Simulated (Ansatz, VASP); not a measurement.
# Two plane-wave programs on CaB3F4

INCAR

```
ALGO = Normal ; EDIFF = 1E-6
EDIFFG = -0.01 ; ENCUT = 600
GGA = PE ; IBRION = 2
ISIF = 3 ; ISMEAR = 0
LASPH = T ; LCHARG = F
LREAL = F ; LWAVE = F
NELM = 60 ; NSW = 100
PREC = Accurate ; SIGMA = 0.1
```

KPOINTS

```
k-points
0
Gamma
  10 10 10
```

File POSCAR:

```
CaB3F4
1.0
   -2.8918202353      2.8918202353      2.8918202353
    2.8918202353     -2.8918202353      2.8918202353
    2.8918202353      2.8918202353     -2.8918202353
Ca B F
1 3 4
Direct
    0.0000000000      0.0000000000      0.0000000000
    0.5000000000      0.5000000000      0.0000000000
    0.5000000000      0.0000000000      0.5000000000
    0.0000000000      0.5000000000      0.5000000000
    0.5000000000      0.5000000000      0.5000000000
    0.0000000000      0.0000000000      0.5000000000
    0.0000000000      0.5000000000      0.0000000000
    0.5000000000      0.0000000000      0.0000000000
```

Input for Ansatz:

```yaml
crystal:
  lattice:
    - [-2.8918202353, 2.8918202353, 2.8918202353]
    - [2.8918202353, -2.8918202353, 2.8918202353]
    - [2.8918202353, 2.8918202353, -2.8918202353]
  atoms:
    - { symbol: Ca, position: [0.0, 0.0, 0.0] }
    - { symbol: B, position: [0.5, 0.5, 0.0] }
    - { symbol: B, position: [0.5, 0.0, 0.5] }
    - { symbol: B, position: [0.0, 0.5, 0.5] }
    - { symbol: F, position: [0.5, 0.5, 0.5] }
    - { symbol: F, position: [0.0, 0.0, 0.5] }
    - { symbol: F, position: [0.0, 0.5, 0.0] }
    - { symbol: F, position: [0.5, 0.0, 0.0] }
basis:
  ecutwfc: 420
kpoints:
  mp_grid: { grid: [10, 10, 10] }
hamiltonian:
  xc: pbe
scf:
  occupations: { method: gaussian, width: 0.1 }
output:
  forces: true
  stress: true
  eigenvalues: true
relax:
  adjacent_minimum: "off"
  f_tol: 0.01
  max_steps: 80
  cell: { stress_tol: 0.05 }
```

Alike in both runs: task relaxation of cell and atoms; functional PBE; k mesh 10 × 10 × 10; occupations gaussian, width 0.1 eV; no spin polarisation.

|  | VASP | Ansatz |
| --- | --- | --- |
| version | VASP 6.6.1 | Ansatz 0.2.0 |
| potentials or method | VASP PAW PBE potentials, release 64 (Ca_sv, B, F), cutoff 600 eV | scalar-relativistic, plane waves, PAW |
| valence electrons in the cell | 47 | 47 |

```csv
,VASP,Ansatz,Ansatz less VASP
"gap on the k mesh at the Fermi level, each at its own relaxed structure (eV)",none,none,-
relaxed volume (Å³/atom),12.05,12.06,+0.009
relaxed cell length with the largest relative difference (Å),5.004,5.005,+0.0012
```

A gap of «none» marks a metal or a gap that the smearing closes.
